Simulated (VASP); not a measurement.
Zn12F (a cell with a defect): single point with PBE

Zn12F (a cell with a defect):

```
CELL_PARAMETERS angstrom
5.32000 0.00000 0.00000
-3.99000 6.91088 0.00000
0.00000 0.00000 4.93696
ATOMIC_POSITIONS crystal
Zn 0.89353 0.14596 0.38765
Zn 0.18570 0.27622 0.87118
Zn 0.00374 0.47304 0.09036
Zn 0.21465 0.83460 0.02887
Zn 0.00373 0.66722 0.51165
Zn 0.34607 0.01158 0.54596
Zn 0.48039 0.17060 0.07541
Zn 0.68380 0.31322 0.62800
Zn 0.42632 0.40720 0.37225
Zn 0.65259 0.57310 0.91498
Zn 0.76772 0.81165 0.29893
Zn 0.75148 0.93254 0.83817
F 0.46128 0.72902 0.58350
```

| Quantity | Value |
| --- | --- |
| Program | VASP 6.6.1 |
| Task | single point |
| Functional | PBE |
| Potentials or basis | VASP PAW PBE potentials, release 64 (Zn, F) |
| Cutoff | 520 eV |
| k mesh | 2 × 2 × 2 |
| Occupations | fermi-dirac, width 0.1 eV |
| Spin | no spin polarisation |
| Dipole correction | no |
| Further INCAR settings | ALGO = Normal; EDIFF = 1e-07; NBANDS = 88 |

| Property | Result |
| --- | --- |
| Pressure | 15.0 GPa |
| Largest force | 2.950 eV/Å |

Forces on the atoms (eV/Å):
```
Zn   0.432  0.462 -0.458
Zn  -1.264 -0.510 -0.665
Zn   0.453 -0.321  0.306
Zn  -0.105 -0.734 -0.027
Zn   0.832 -0.827  0.440
Zn  -1.205 -1.394 -0.279
Zn   1.124  0.002  0.516
Zn   2.042  1.760  1.198
Zn  -1.566  0.715 -0.859
Zn  -0.106  0.329  0.151
Zn  -0.197  0.452 -0.997
Zn   0.335  1.027  0.659
F   -0.777 -0.960  0.015
```

Stress tensor (GPa, compression positive):
```
14.23 -2.04  0.70
-2.04 16.88 -0.41
 0.70 -0.41 13.86
```

Levels at points of the mesh, in eV from the Fermi level:
```
           k point  band 72  band 73  band 74  band 75  band 76  band 77  band 78  band 79  band 80  band 81
(0.00, 0.00, 0.00)    -1.69    -1.52    -0.21    -0.03     0.28     0.45     0.85     1.88     2.05     2.67
(0.50, 0.00, 0.00)    -1.75    -1.53    -1.03    -0.57    -0.19     0.04     1.07     1.37     1.86     2.72
(0.00, 0.50, 0.00)    -2.35    -1.90    -1.43    -1.19    -0.65     1.10     1.48     2.05     2.62     2.81
(0.50, 0.50, 0.00)    -1.97    -1.00    -0.48     0.08     0.55     0.83     1.17     1.85     2.51     2.67
(0.00, 0.00, 0.50)    -2.22    -1.98    -1.66    -0.90    -0.17     0.79     1.02     1.71     2.80     3.51
(0.50, 0.00, 0.50)    -3.11    -1.43    -1.08     0.23     0.66     1.61     2.07     2.86     3.43     3.58
(0.00, 0.50, 0.50)    -2.01    -1.27    -1.01    -0.82    -0.60    -0.15     0.17     0.99     1.61     2.53
(0.50, 0.50, 0.50)    -3.33    -2.50    -1.85    -1.22    -0.37     3.65     3.90     4.22     4.52     4.82
```

Run time: 2.3 min on 1 thread of Intel(R) Xeon(R) 6975P-C (Granite Rapids), with other jobs on the host, peak memory 0.33 GiB.

Caveat: the k points lie up to 0.68 Å⁻¹ apart; an odd number of electrons without spin polarisation forces a metal; a magnetic or distorted state may lie lower.
